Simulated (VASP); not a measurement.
**Al: single point with PBE**

Crystal: Al.

```
Al
1.0
     0.00000    2.02230    2.02230
     2.02230    0.00000    2.02230
     2.02230    2.02230    0.00000
Al
1
Cartesian
  0.0000 0.0000 0.0000
```

```json
{
 "Program": "VASP 6.6.1",
 "Task": "single point",
 "Functional": "PBE",
 "Potentials or basis": "VASP PAW PBE potentials, release 64 (Al)",
 "Cutoff": "520 eV",
 "k mesh": "18 × 18 × 18",
 "Occupations": "gaussian, width 0.05 eV",
 "Spin": "no spin polarisation"
}
```

* Pressure: -0.2 GPa
* Band gap on the k mesh: zero (an odd number of electrons rules out a gap without spin polarisation)

Levels at points of the mesh, in eV from the Fermi level:
```csv
k point,band 1,band 2,band 3,band 4
"(0.00, 0.00, 0.00)",-11.11,12.62,12.62,12.62
"(0.50, 0.00, 0.00)",-4.57,-4.37,11.39,11.39
"(0.50, 0.50, 0.00)",-2.91,-1.59,5.27,5.59
```

Wall time 14 s on 1 thread of AMD EPYC 9R45 (Zen 5) (shared host), peak memory 0.11 GiB.
